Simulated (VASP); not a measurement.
# Cu (P6_3/mmc) in VASP: a series of runs

Runs on Cu. Level: r2SCAN. Tasks: single point.

All numbers are computed with VASP 6.6.1; they aren't measurements. Logs are shortened: lines on timing, memory, paths and dates and some standing lists are left out, and cuts for length are marked.

## Step 1: The cell of the first run

It takes space group P6_3/mmc (No. 194, hexagonal). The conventional cell has a = 2.534 Å, b = 2.534 Å, c = 4.113 Å, α = 90.00°, β = 90.00°, γ = 120.00°. Within 3.3 Å of Cu (site symmetry -6m2) lie 12 Cu at 2.52 to 2.53 Å.

## Step 2: Single point, r2SCAN, collinear spin, ferromagnetic start

Contents of POSCAR:

```
Cu
1.0
    2.5340966698      0.0000000000      0.0000000000
   -1.2670483349      2.1945920917      0.0000000000
    0.0000000000      0.0000000000      4.1125710000
Cu
2
Direct
    0.3333333333      0.6666666667      0.2500000000
    0.6666666667      0.3333333333      0.7500000000
```

Contents of INCAR.step1:

```
PREC     = Accurate       # precision mode
ENCUT    = 520            # plane-wave cutoff, eV
ISMEAR   = -1             # smearing method
SIGMA    = 0.1            # smearing width, eV
LREAL    = F              # projectors in reciprocal space
LASPH    = T              # aspherical terms in the spheres
NELM     = 150            # most SCF steps
ISPIN    = 2              # spin polarisation
MAGMOM   = 0.8 0.8        # initial moments
NUPDOWN  = 1.6            # fixed moment
LMAXMIX  = 4              # l up to which the mixer works
NBANDS   = 22             # bands
GGA      = PE             # functional
ALGO     = Normal         # electronic algorithm
EDIFF    = 1E-4           # SCF threshold, eV
LWAVE    = T              # write WAVECAR
LCHARG   = F              # write CHGCAR
```

Contents of INCAR.step2:

```
PREC     = Accurate       # precision mode
ENCUT    = 520            # plane-wave cutoff, eV
EDIFF    = 1E-7           # SCF threshold, eV
ISMEAR   = -1             # smearing method
SIGMA    = 0.1            # smearing width, eV
LREAL    = F              # projectors in reciprocal space
LASPH    = T              # aspherical terms in the spheres
NELM     = 150            # most SCF steps
ALGO     = Normal         # electronic algorithm
ISIF     = 2              # what is computed and relaxed
LWAVE    = F              # write WAVECAR
LCHARG   = T              # write CHGCAR
ISPIN    = 2              # spin polarisation
MAGMOM   = 0.8 0.8        # initial moments
LORBIT   = 11             # projections on sites
NUPDOWN  = 1.6            # fixed moment
LMAXMIX  = 4              # l up to which the mixer works
METAGGA  = R2SCAN         # meta-GGA
LMIXTAU  = T            
LELF     = T              # ELF
LVHAR    = T            
NBANDS   = 22             # bands
ISTART   = 1
```

Contents of KPOINTS:

```
regular mesh
0
Gamma
  17 17 9
```

Potentials or basis: VASP PAW PBE potentials, release 64 (Cu).

The run is started by

```bash
cat potpaw_PBE.64/Cu/POTCAR > POTCAR
cp INCAR.step1 INCAR
mpirun -np 1 vasp_std > vasp.out
cp INCAR.step2 INCAR
mpirun -np 1 vasp_std > vasp.out
```

OUTCAR:

```text
PREC = Accurate
   ENCUT = 520
   EDIFF = 1E-7
   ISMEAR = -1
   LREAL = F
   LASPH = T
   NELM = 150
   ISIF = 2
   ISPIN = 2
   LORBIT = 11
   NUPDOWN = 1.6
   METAGGA = R2SCAN
   ISTART = 1

 ion  position               nearest neighbor table
   1  0.333  0.667  0.250-   2 2.52   2 2.52   2 2.52   2 2.52   2 2.52   2 2.52
   2  0.667  0.333  0.750-   1 2.52   1 2.52   1 2.52   1 2.52   1 2.52   1 2.52

  LATTYP: Found a hexagonal cell.
 ALAT       =     2.5340966698
 C/A-ratio  =     1.6228942838

  Lattice vectors:

 A1 = (   2.5340966698,   0.0000000000,   0.0000000000)
 A2 = (  -1.2670483349,   2.1945920917,   0.0000000000)
 A3 = (   0.0000000000,   0.0000000000,   4.1125710000)

Analysis of symmetry for initial positions (statically):
=====================================================================
 Subroutine PRICEL returns:
 Original cell was already a primitive cell.

 Routine SETGRP: Setting up the symmetry group for a
 hexagonal supercell.

 Subroutine GETGRP returns: Found 24 space group operations
 (whereof 12 operations were pure point group operations)
 out of a pool of 24 trial point group operations.

The static configuration has the point symmetry D_3d.
 The point group associated with its full space group is D_6h.

Analysis of symmetry for dynamics (positions and initial velocities):
=====================================================================
 Subroutine PRICEL returns:
 Original cell was already a primitive cell.

 Routine SETGRP: Setting up the symmetry group for a
 hexagonal supercell.

 Subroutine GETGRP returns: Found 24 space group operations
 (whereof 12 operations were pure point group operations)
 out of a pool of 24 trial point group operations.

The dynamic configuration has the point symmetry D_3d.
 The point group associated with its full space group is D_6h.

Analysis of structural, dynamic, and magnetic symmetry:
=====================================================================
 Subroutine PRICEL returns:
 Original cell was already a primitive cell.

 Routine SETGRP: Setting up the symmetry group for a
 hexagonal supercell.

 Subroutine GETGRP returns: Found 24 space group operations
 (whereof 12 operations were pure point group operations)
 out of a pool of 24 trial point group operations.

The overall configuration has the point symmetry D_3d.
 The point group associated with its full space group is D_6h.

 Subroutine INISYM returns: Found 24 space group operations
 (whereof 12 operations are pure point group operations),
 and found     1 'primitive' translations

----------------------------------------------------------------------------------------

                                     Primitive cell

  volume of cell :      22.8713

  direct lattice vectors                    reciprocal lattice vectors
     2.534096670  0.000000000  0.000000000     0.394617937  0.227832772  0.000000000
    -1.267048335  2.194592092  0.000000000     0.000000000  0.455665544  0.000000000
     0.000000000  0.000000000  4.112571000     0.000000000  0.000000000  0.243156896

  length of vectors
     2.534096670  2.534096670  4.112571000     0.455665544  0.455665544  0.243156896

  position of ions in fractional coordinates (direct lattice)
     0.333333333  0.666666667  0.250000000
     0.666666667  0.333333333  0.750000000

  ion indices of the primitive-cell ions
   primitive index   ion index
                 1           1
                 2           2

----------------------------------------------------------------------------------------

 KPOINTS: regular mesh

Automatic generation of k-mesh.
 Grid dimensions read from file:
 generate k-points for:   17   17    9

 Generating k-lattice:

  Cartesian coordinates                     Fractional coordinates (reciprocal lattice)
     0.023212820  0.013401928  0.000000000     0.058823529  0.000000000  0.000000000
     0.000000000  0.026803856  0.000000000     0.000000000  0.058823529  0.000000000
     0.000000000  0.000000000  0.027017433     0.000000000  0.000000000  0.111111111

  Length of vectors
     0.026803856  0.026803856  0.027017433

  Shift w.r.t. Gamma in fractional coordinates (k-lattice)
     0.000000000  0.000000000  0.000000000

 Subroutine IBZKPT returns following result:
 ===========================================

 Found    165 irreducible k-points:

 Following reciprocal coordinates:
            Coordinates               Weight
  0.000000  0.000000  0.000000      1.000000
  0.058824 -0.000000  0.000000      6.000000
  0.117647 -0.000000  0.000000      6.000000
  0.176471  0.000000  0.000000      6.000000
  0.235294 -0.000000  0.000000      6.000000
  0.294118 -0.000000  0.000000      6.000000
[... 16 lines left out ...]
  0.411765  0.117647  0.000000     12.000000
  0.176471  0.176471  0.000000      6.000000
 [... further k-points ...]
   k-points           NKPTS =    165   k-points in BZ     NKDIM =    165   number of bands    NBANDS=     22
   number of dos      NEDOS =    301   number of ions     NIONS =      2
   total plane-waves  NPLWV =  12800
   dimension x,y,z NGX =    20 NGY =   20 NGZ =   32
   dimension x,y,z NGXF=    40 NGYF=   40 NGZF=   64
   ions per type =               2
   NGX,Y,Z   is equivalent  to a cutoff of  13.12, 13.12, 12.94 a.u.
   NGXF,Y,Z  is equivalent  to a cutoff of  26.24, 26.24, 25.87 a.u.
 SYSTEM =  unknown system
   PREC   = accura    normal or accurate (medium, high low for compatibility)
   ISTART =      1    job   : 0-new  1-cont  2-samecut
   ICHARG =      0    charge: 1-file 2-atom 10-const
   ISPIN  =      2    spin polarized calculation?
   LNONCOLLINEAR =      F non collinear calculations
   LSORBIT =      F    spin-orbit coupling
   LASPH  =      T    aspherical Exc in radial PAW
   ENCUT  =  520.0 eV  38.22 Ry    6.18 a.u.   4.71  4.71  7.65*2*pi/ulx,y,z
   NELM   =    150;   NELMIN=  2; NELMDL=  0     # of ELM steps
   EDIFF  = 0.1E-06   stopping-criterion for ELM
   LREAL  =      F    real-space projection
   EDIFFG = 0.1E-05   stopping-criterion for IOM
   NSW    =      0    number of steps for IOM
   IBRION =     -1    ionic relax: 0-MD 1-quasi-New 2-CG
   NFREE  =      0    steps in history (QN), initial steepest desc. (CG)
   ISIF   =      2    stress and relaxation
   ISYM   =      2    0-nonsym 1-usesym 2-fastsym
   POTIM  = 0.5000    time-step for ionic-motion
   TEBEG  =    0.0;   TEEND  =   0.0 temperature during run
   PSTRESS=    0.0 pullay stress
   NELECT =      22.0000    total number of electrons
   NUPDOWN=       1.6000    fix difference up-down
   EMIN   =  10.00;   EMAX   =-10.00  energy-range for DOS
   EFERMI =   0.00;   METHOD = LEGACY
   ISMEAR =    -1;   SIGMA  =   0.10  broadening in eV -4-tet -1-fermi 0-gaus
   EFERMI_NEDOS =   21; number of points for ismear=-14 and -15
   IALGO  =     38    algorithm
   IMIX   =      4    mixing-type and parameters
     AMIX     =   0.40;   BMIX     =  1.00
     AMIX_MAG =   1.60;   BMIX_MAG =  1.00
  volume/ion in A,a.u.               =      11.44        77.17
  Fermi-wavevector in a.u.,A,eV,Ry     =   1.616041  3.053874 35.532800  2.611587
  Thomas-Fermi vector in A             =   2.710691
   LORBIT       =     11    0 simple, 1 ext, 2 COOP (PROOUT), +10 PAW based schemes
   METAGGA = R2SCAN    functional components
   LHFCALC =     F    Hartree Fock is set to
   AEXX    =    0.0000 exact exchange contribution
   IVDW    =     0    specifies the selected vdW correction
   LEPSILON=     F    determine dielectric tensor
   LRPA    =     F    only Hartree local field effects (RPA)
 spin polarized calculation
  energy-cutoff  :      520.00
  volume of cell :       22.87
 maximum number of plane-waves:       634
 NGX is ok and might be reduce to    20
   NGX =  9   NGY =  9   NGZ = 15

 number of electron      21.9999979 magnetization       1.5999999

 Free energy of the ion-electron system (eV)
  ---------------------------------------------------
  ext. energy  EPLUGINS =         0.00000000
  ---------------------------------------------------
  free energy    TOTEN  =       -19.78059955 eV

  energy without entropy =      -19.70014628  energy(sigma->0) =      -19.74037292

 E-fermi :   6.0716     XC(G=0): -14.0619

 val. band max:       10.5204708593   @ k =   0.2941   0.2941   0.4444
 cond. band min:       6.0718333015   @ k =   0.2941  -0.0000   0.4444
 fundamental gap:     -4.4486375578
 Fermi energy:        10.5387052205

 spin component 1

 k-point     1 :       0.0000    0.0000    0.0000
  band No.  band energies     occupation
      1      -2.6963      1.00000
      2       1.7226      1.00000
      3       3.8362      1.00000
      4       3.8734      1.00000
      5       3.8735      1.00000
      6       4.0957      1.00000
[... 14 lines left out ...]
     21      37.3831      0.00000
     22      38.2960      0.00000
[... 552 lines left out ...]
  band No.  band energies     occupation
      1       0.2353      1.00000
      2       2.7112      1.00000
      3       2.9373      1.00000
      4       3.0674      1.00000
      5       3.7957      1.00000
      6       3.9124      1.00000
[... 14 lines left out ...]
     21      36.2735      0.00000
     22      37.1498      0.00000

 [... further k-points ...]

 spin component 2

 k-point     1 :       0.0000    0.0000    0.0000
  band No.  band energies     occupation
      1      -1.6877      1.00000
      2       2.5038      1.00000
      3       4.5276      1.00000
      4       4.5453      1.00000
      5       4.5455      1.00000
      6       4.7605      1.00000
[... 14 lines left out ...]
     21      37.9978      0.00000
     22      38.9750      0.00000
[... 552 lines left out ...]
  band No.  band energies     occupation
      1       1.2013      1.00000
      2       3.4677      1.00000
      3       3.6386      1.00000
      4       3.7742      1.00000
      5       4.4300      1.00000
      6       4.5938      1.00000
[... 14 lines left out ...]
     21      36.8790      0.00000
     22      37.8163      0.00000

 [... further k-points ...]

------------------------ aborting loop because EDIFF is reached ----------------------------------------

  FORCE on cell =-STRESS in cart. coord.  units (eV):
  Direction    XX          YY          ZZ          XY          YZ          ZX
  --------------------------------------------------------------------------------------
  -------------------------------------------------------------------------------------
  Total        1.4644421      1.4644421      1.3187846     -0.0000000      0.0000000      0.0000000
  in kB      102.5870172    102.5870172     92.3834215     -0.0000000      0.0000000      0.0000000
  external PRESSURE =      99.1858186 kB  Pullay stress =       0.0000000 kB

 VOLUME and BASIS-vectors are now :
 -----------------------------------------------------------------------------
  energy-cutoff  :      520.00
  volume of cell :       22.87
      direct lattice vectors                 reciprocal lattice vectors
     2.534096670  0.000000000  0.000000000     0.394617937  0.227832772  0.000000000
    -1.267048335  2.194592092  0.000000000     0.000000000  0.455665544  0.000000000
     0.000000000  0.000000000  4.112571000     0.000000000  0.000000000  0.243156896

 POSITION                                       TOTAL-FORCE (eV/Angst)
 -----------------------------------------------------------------------------------
     -0.00000      1.46306      1.02814         0.000000     -0.000000      0.000000
      1.26705      0.73153      3.08443        -0.000000      0.000000      0.000000
 -----------------------------------------------------------------------------------
    total drift:                               -0.000000      0.000000     -0.000000

  FREE ENERGIE OF THE ION-ELECTRON SYSTEM (eV)
  ---------------------------------------------------
  free  energy   TOTEN  =       -19.7805995513 eV

  energy  without entropy=      -19.7001462790  energy(sigma->0) =      -19.74037292

 total charge

# of ion       s       p       d       tot
------------------------------------------
    1        0.474   0.492   9.089  10.056
    2        0.474   0.492   9.089  10.056
--------------------------------------------------
tot          0.948   0.985  18.179  20.111

 magnetization (x)

# of ion       s       p       d       tot
------------------------------------------
    1        0.065   0.181   0.401   0.647
    2        0.065   0.181   0.401   0.647
--------------------------------------------------
tot          0.130   0.362   0.802   1.294
```

It took 9.3 min on 1 thread of AMD EPYC 7R13 (Zen 3), shared host; peak memory 0.2 GiB.

Results:

```yaml
Free_energy: -19.7806 eV
Pressure: 9.9 GPa
Net_moment: 1.60 μB per cell
Site_moments: Cu +0.65 μB
Valence_electrons_inside_the_program's_atomic_spheres: Cu 10.06
```

Caveat: the PAW data sets were made with another functional, which shifts forces and pressure a little; the total moment is fixed, so each spin has its own Fermi level.

## Step 3: Single point, r2SCAN, collinear spin, ferromagnetic start

POSCAR is that of step 2.

Contents of INCAR.step1:

```
ALGO = Normal
EDIFF = 1E-4
ENCUT = 520
GGA = PE
ISMEAR = -1
ISPIN = 2
LASPH = True
LCHARG = False
LMAXMIX = 4
LREAL = False
LWAVE = True
MAGMOM = 1.2 1.2
NBANDS = 22
NELM = 150
NUPDOWN = 2.4
PREC = Accurate
SIGMA = 0.1
```

Contents of INCAR.step2:

```
ALGO = Normal
EDIFF = 1E-7
ENCUT = 520
ISIF = 2
ISMEAR = -1
ISPIN = 2
ISTART = 1
LASPH = True
LCHARG = False
LMAXMIX = 4
LMIXTAU = True
LORBIT = 11
LREAL = False
LWAVE = False
MAGMOM = 1.2 1.2
METAGGA = R2SCAN
NBANDS = 22
NELM = 150
NUPDOWN = 2.4
PREC = Accurate
SIGMA = 0.1
```

Contents of KPOINTS:

```
k-points
0
Gamma
  17 17 9
```

Potentials or basis: VASP PAW PBE potentials, release 64 (Cu).

The run is started by

```bash
cat potpaw_PBE.64/Cu/POTCAR > POTCAR
cp INCAR.step1 INCAR
mpirun -np 1 vasp_std > vasp.out
cp INCAR.step2 INCAR
mpirun -np 1 vasp_std > vasp.out
```

It took 12 min on 1 thread of AMD EPYC 7R13 (Zen 3), shared host; peak memory 0.2 GiB.

The run converged. Its results:

- Free energy: -17.4264 eV
- Pressure: 22.7 GPa
- Net moment: 2.40 μB per cell
- Site moments: Cu +0.98 μB
- Valence electrons inside the program's atomic spheres: Cu 10.03

Stress tensor (GPa, compression positive):
```
20.77  0.00  0.00
 0.00 20.77  0.00
 0.00  0.00 26.49
```

Caveat: the PAW data sets were made with another functional, which shifts forces and pressure a little; the total moment is fixed, so each spin has its own Fermi level.
